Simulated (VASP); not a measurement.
# BaTiO3 (P1) in VASP: single point with PBE

Aim: the single point of BaTiO3 with PBE.

All numbers are computed with VASP 6.6.1; they aren't measurements. Logs are shortened: lines on timing, memory, paths and dates and some standing lists are left out, and cuts for length are marked.

**1. The cell of the first run**

The typed cell holds 5 atoms: a = 4.036 Å, b = 4.004 Å, c = 4.006 Å, α = 91.25°, β = 89.58°, γ = 90.09°.

**2. Single point, PBE (atoms moved at random and the cell strained at random)**

INCAR

```
PREC     = Accurate       # precision mode
ENCUT    = 520            # plane-wave cutoff, eV
EDIFF    = 1E-7           # SCF threshold, eV
ISMEAR   = 0              # smearing method
SIGMA    = 0.05           # smearing width, eV
LREAL    = F              # projectors in reciprocal space
LASPH    = T              # aspherical terms in the spheres
NELM     = 100            # most SCF steps
ALGO     = Normal         # electronic algorithm
ISIF     = 2              # what is computed and relaxed
LWAVE    = F              # write WAVECAR
LCHARG   = T              # write CHGCAR
GGA      = PE             # functional
LELF     = T              # ELF
LVHAR    = T            
NBANDS   = 28             # bands
```

KPOINTS

```
Automatic mesh
0
Gamma
  8 8 8
```

POSCAR

```
BaTiO3
1.0
    4.0359482420     -0.0031561106      0.0146195375
   -0.0031561106      4.0038042520     -0.0436906273
    0.0146197174     -0.0436911650      4.0055284684
Ba Ti O
1 1 3
Direct
   -0.0000006521     -0.0088992771      0.0071687811
    0.4839311396      0.4859352571      0.4807513754
    0.5323418355      0.5175077529     -0.0050253734
    0.4960091283      0.0088418169      0.4857628591
   -0.0122814513      0.4966144502      0.5313423578
```

Potentials or basis: VASP PAW PBE potentials, release 64 (Ba_sv, Ti_sv, O).

Started as:

```
> cat potpaw_PBE.64/Ba_sv/POTCAR potpaw_PBE.64/Ti_sv/POTCAR potpaw_PBE.64/O/POTCAR > POTCAR
> mpirun -np 1 vasp_std > vasp.out
```

OUTCAR:

```text
PREC = Accurate
   ENCUT = 520
   EDIFF = 1E-7
   ISMEAR = 0
   LREAL = F
   LASPH = T
   NELM = 100
   ISIF = 2
   GGA = PE

 ion  position               nearest neighbor table
   1  1.000  0.991  0.007-   3 2.67   5 2.72   4 2.78   4 2.78   5 2.81   3 2.83   3 2.87   4 2.88
                             5 2.88   5 2.92   4 2.93   3 3.01   2 3.35   2 3.41   2 3.43   2 3.48
   2  0.484  0.486  0.481-   4 1.91   3 1.96   5 2.01   5 2.05   3 2.07   4 2.09   1 3.35   1 3.41
                             1 3.43   1 3.48   1 3.48   1 3.51   1 3.57   1 3.60
   3  0.532  0.518  0.995-   2 1.96   2 2.07   1 2.67   1 2.83   1 2.87   1 3.01
   4  0.496  0.009  0.486-   2 1.91   2 2.09   1 2.78   1 2.78   1 2.88   1 2.93
   5  0.988  0.497  0.531-   2 2.01   2 2.05   1 2.72   1 2.81   1 2.88   1 2.92

  LATTYP: Found a triclinic cell.
 ALAT       =     4.0057934252
 B/A-ratio  =     0.9995632440
 C/A-ratio  =     1.0075347193
 COS(alpha) =     0.0016096982
 COS(beta)  =     0.0072802133
 COS(gamma) =     0.0218201219

  Lattice vectors:

 A1 = (   0.0146197174,  -0.0436911650,   4.0055284684)
 A2 = (   0.0031561106,  -4.0038042520,   0.0436906273)
 A3 = (   4.0359482420,  -0.0031561106,   0.0146195375)

Analysis of symmetry for initial positions (statically):
=====================================================================
 Subroutine PRICEL returns:
 Original cell was already a primitive cell.

 Routine SETGRP: Setting up the symmetry group for a
 triclinic supercell.

 Subroutine GETGRP returns: Found  1 space group operations
 (whereof  1 operations were pure point group operations)
 out of a pool of  2 trial point group operations.

The static configuration has the point symmetry C_1 .

Analysis of symmetry for dynamics (positions and initial velocities):
=====================================================================
 Subroutine PRICEL returns:
 Original cell was already a primitive cell.

 Routine SETGRP: Setting up the symmetry group for a
 triclinic supercell.

 Subroutine GETGRP returns: Found  1 space group operations
 (whereof  1 operations were pure point group operations)
 out of a pool of  2 trial point group operations.

The dynamic configuration has the point symmetry C_1 .

 Subroutine INISYM returns: Found  1 space group operations
 (whereof  1 operations are pure point group operations),
 and found     1 'primitive' translations

[... 94 lines left out ...]
   ISPIN  =      1    spin polarized calculation?
   LNONCOLLINEAR =      F non collinear calculations
   LSORBIT =      F    spin-orbit coupling
   LASPH  =      T    aspherical Exc in radial PAW
   ENCUT  =  520.0 eV  38.22 Ry    6.18 a.u.   7.50  7.44  7.45*2*pi/ulx,y,z
   NELM   =    100;   NELMIN=  2; NELMDL= -5     # of ELM steps
   EDIFF  = 0.1E-06   stopping-criterion for ELM
   LREAL  =      F    real-space projection
   EDIFFG = 0.1E-05   stopping-criterion for IOM
   NSW    =      0    number of steps for IOM
   IBRION =     -1    ionic relax: 0-MD 1-quasi-New 2-CG
   NFREE  =      0    steps in history (QN), initial steepest desc. (CG)
   ISIF   =      2    stress and relaxation
   ISYM   =      2    0-nonsym 1-usesym 2-fastsym
   POTIM  = 0.5000    time-step for ionic-motion
   TEBEG  =    0.0;   TEEND  =   0.0 temperature during run
   PSTRESS=    0.0 pullay stress
   NELECT =      40.0000    total number of electrons
   NUPDOWN=      -1.0000    fix difference up-down
   EMIN   =  10.00;   EMAX   =-10.00  energy-range for DOS
   EFERMI =   0.00;   METHOD = LEGACY
   ISMEAR =     0;   SIGMA  =   0.05  broadening in eV -4-tet -1-fermi 0-gaus
   EFERMI_NEDOS =   21; number of points for ismear=-14 and -15
   IALGO  =     38    algorithm
   IMIX   =      4    mixing-type and parameters
     AMIX     =   0.40;   BMIX     =  1.00
     AMIX_MAG =   1.60;   BMIX_MAG =  1.00
  volume/ion in A,a.u.               =      12.94        87.35
  Fermi-wavevector in a.u.,A,eV,Ry     =   1.394509  2.635240 26.458640  1.944655
  Thomas-Fermi vector in A             =   2.518051
   LORBIT       =      0    0 simple, 1 ext, 2 COOP (PROOUT), +10 PAW based schemes
   GGA     = PE    functional components
   LHFCALC =     F    Hartree Fock is set to
   AEXX    =    0.0000 exact exchange contribution
   IVDW    =     0    specifies the selected vdW correction
   LEPSILON=     F    determine dielectric tensor
   LRPA    =     F    only Hartree local field effects (RPA)
 non-spin polarized calculation
 Gauss-broadening in eV      SIGMA  =   0.05
  energy-cutoff  :      520.00
  volume of cell :       64.72
 maximum number of plane-waves:      1770
   NGX = 15   NGY = 15   NGZ = 15

 number of electron      39.9999992 magnetization

 Free energy of the ion-electron system (eV)
  ---------------------------------------------------
  ext. energy  EPLUGINS =         0.00000000
  ---------------------------------------------------
  free energy    TOTEN  =       -39.77559137 eV

  energy without entropy =      -39.77559137  energy(sigma->0) =      -39.77559137

 E-fermi :   4.0201     XC(G=0): -11.2085

 val. band max:        3.8092059376   @ k =   0.5000   0.5000   0.5000
 cond. band min:       5.6214887225   @ k =   0.0000   0.0000   0.0000
 fundamental gap:      1.8122827849
 Fermi energy:         4.0200765000

 k-point     1 :       0.0000    0.0000    0.0000
  band No.  band energies     occupation
      1     -52.8673      2.00000
      2     -29.1030      2.00000
      3     -29.0716      2.00000
      4     -29.0687      2.00000
      5     -21.0593      2.00000
      6     -13.1197      2.00000
[... 733 lines left out ...]
     27      11.9576      0.00000
     28      12.2463      0.00000

 [... further k-points ...]
[... 5 lines left out ...]
  --------------------------------------------------------------------------------------
  -------------------------------------------------------------------------------------
  Total        0.6233520      1.8901325      1.1224386      0.2468317      1.2835616     -0.2090706
  in kB       15.4320404     46.7931479     27.7876997      6.1107006     31.7765485     -5.1758663
  external PRESSURE =      30.0042960 kB  Pullay stress =       0.0000000 kB

 VOLUME and BASIS-vectors are now :
 -----------------------------------------------------------------------------
  energy-cutoff  :      520.00
  volume of cell :       64.72
      direct lattice vectors                 reciprocal lattice vectors
     4.035948242 -0.003156111  0.014619537     0.247776660  0.000185470 -0.000902333
    -0.003156111  4.003804252 -0.043690627     0.000185470  0.249792331  0.002723987
     0.014619717 -0.043691165  4.005528468    -0.000902322  0.002723953  0.249687953

 POSITION                                       TOTAL-FORCE (eV/Angst)
 -----------------------------------------------------------------------------------
      4.03292      3.96470      0.00003        -0.135518      0.171337     -0.377997
      1.95862      1.92306      1.91151         0.351157     -0.125407      0.336937
      2.16142      2.02685      3.97057        -1.064529     -0.359260      0.813511
      2.00894      0.01261      1.95260        -0.249602      0.229372      0.122443
      3.99258      1.96201      2.12105         1.098491      0.083957     -0.894894
 -----------------------------------------------------------------------------------
    total drift:                               -0.000342     -0.000249     -0.000545

  FREE ENERGIE OF THE ION-ELECTRON SYSTEM (eV)
  ---------------------------------------------------
  free  energy   TOTEN  =       -39.7755913685 eV

  energy  without entropy=      -39.7755913685  energy(sigma->0) =      -39.77559137
```

OSZICAR:

```text
N       E                     dE             d eps       ncg     rms          rms(c)
DAV:   1     0.438355224003E+03    0.43836E+03   -0.20833E+04 14560   0.155E+03
DAV:   2    -0.340444378315E+01   -0.44176E+03   -0.42035E+03 16560   0.429E+02
DAV:   3    -0.486098368337E+02   -0.45205E+02   -0.44782E+02 20164   0.135E+02
DAV:   4    -0.507655901424E+02   -0.21558E+01   -0.21510E+01 22244   0.254E+01
DAV:   5    -0.508320969224E+02   -0.66507E-01   -0.66496E-01 19676   0.335E+00    0.228E+01
DAV:   6    -0.400197493621E+02    0.10812E+02   -0.57746E+01 21512   0.668E+01    0.102E+01
DAV:   7    -0.399864902447E+02    0.33259E-01   -0.11694E+01 19972   0.249E+01    0.682E+00
DAV:   8    -0.397859099500E+02    0.20058E+00   -0.59243E-01 17652   0.683E+00    0.382E+00
DAV:   9    -0.398165246294E+02   -0.30615E-01   -0.50876E-01 21404   0.630E+00    0.187E+00
DAV:  10    -0.397810622393E+02    0.35462E-01   -0.22891E-01 17540   0.462E+00    0.611E-01
DAV:  11    -0.397757350232E+02    0.53272E-02   -0.25255E-02 17516   0.968E-01    0.198E-01
DAV:  12    -0.397757696335E+02   -0.34610E-04   -0.29504E-03 18208   0.504E-01    0.108E-01
DAV:  13    -0.397755843699E+02    0.18526E-03   -0.72165E-04 18356   0.269E-01    0.188E-02
DAV:  14    -0.397755908956E+02   -0.65257E-05   -0.37071E-05 19772   0.445E-02    0.120E-02
DAV:  15    -0.397755914373E+02   -0.54170E-06   -0.58248E-06 18432   0.200E-02    0.408E-03
DAV:  16    -0.397755913685E+02    0.68769E-07   -0.79700E-07 18728   0.673E-03
   1 F= -.39775591E+02 E0= -.39775591E+02  d E =-.113052E-11
```

stdout:

```text
POSCAR found type information on POSCAR BaTiO
 POSCAR found :  3 types and       5 ions
 scaLAPACK will be used
 LDA part: xc-table for (Slater+PW92), standard interpolation
 POSCAR, INCAR and KPOINTS ok, starting setup
 FFT: planning ... GRIDC
 FFT: planning ... GRID_SOFT
 FFT: planning ... GRID
 WAVECAR not read
 entering main loop
```

It took 6.6 min on 1 thread of Intel Xeon Platinum 8259CL at 2.50GHz (Skylake/Cascade Lake), shared host; peak memory 0.53 GiB.

What came out:

```yaml
Free_energy: -39.7756 eV
Pressure: 3.0 GPa
Largest_force: 1.419 eV/Å
Band_gap_on_the_k_mesh: 1.81 eV, indirect (least direct gap 2.03 eV)
```

Forces in eV/Å, atoms in the order of the input:
```
Ba  -0.136  0.171 -0.378
Ti   0.351 -0.125  0.337
O   -1.065 -0.359  0.814
O   -0.250  0.229  0.122
O    1.098  0.084 -0.895
```

Caveat: the cell differs from its parent crystal (atoms moved at random and the cell strained at random); spin-orbit coupling is left out, which moves the levels of the heavy elements; forces of over 1 eV/Å act on the atoms, so gaps and moduli don't describe the material at rest. A k mesh can miss the band edges.
